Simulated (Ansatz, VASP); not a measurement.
# Co: VASP beside Ansatz

Contents of INCAR:

```
SYSTEM = Co
PREC = Accurate
ENCUT = 600
EDIFF = 1E-6
ISMEAR = -1
SIGMA = 0.1
LREAL = .False.
LASPH = .True.
NELM = 120
ALGO = Normal
ISIF = 2
LWAVE = .False.
LCHARG = .False.
GGA = PS
NBANDS = 16
GGA_COMPAT = .False.
```

KPOINTS

```
Automatic mesh
0
Gamma
  13 13 13
  0 0 0
```

Contents of POSCAR:

```
Co
1.0
    0.0000000000      2.4563243651      2.4563243651
    2.4563243651      0.0000000000      2.4563243651
    2.4563243651      2.4563243651      0.0000000000
Co
2
Direct
    0.1250000000      0.1250000000      0.1250000000
    0.8750000000      0.8750000000      0.8750000000
```

Input for Ansatz:

```yaml
crystal:
  lattice:
    - [0.0, 2.4563243651, 2.4563243651]
    - [2.4563243651, 0.0, 2.4563243651]
    - [2.4563243651, 2.4563243651, 0.0]
  atoms:
    - { symbol: Co, position: [0.125, 0.125, 0.125] }
    - { symbol: Co, position: [0.875, 0.875, 0.875] }
hamiltonian:
  xc: pbesol
  pseudopotentials:
    kind: paw
    azcp:
      Co: "pseudopotentials/Co.paw.azcp"
basis:
  ecutwfc: 420
  fft_grid_basis: typed
kpoints:
  mp_grid: { grid: [13, 13, 13], shift: [0, 0, 0] }
magnetization:
  spin_polarized: false
scf:
  occupations: { method: fermi_dirac, width: 0.1 }
  lower_state_search: "off"
output:
  stress: true
```

Alike in both runs: task single point; functional PBEsol; k mesh 13 × 13 × 13; occupations fermi-dirac, width 0.1 eV; no spin polarisation.

|  | VASP | Ansatz |
| --- | --- | --- |
| version | VASP 6.6.1 | Ansatz 0.2.0 |
| potentials or method | VASP PAW PBE potentials, release 64 (Co), cutoff 600 eV | plane waves (420 eV) with PAW, scalar-relativistic |
| valence electrons in the cell | 18 | 34 |

|  | VASP | Ansatz | Ansatz less VASP |
| --- | --- | --- | --- |
| pressure (GPa) | -6.5 | -5.4 | +1.01 |

VASP's potentials were made for PBE, not for PBEsol, and Ansatz warns of the same on its side. VASP's potentials hold 18 valence electrons a cell and Ansatz's 34, so a difference there can come from the potentials and not from the codes.
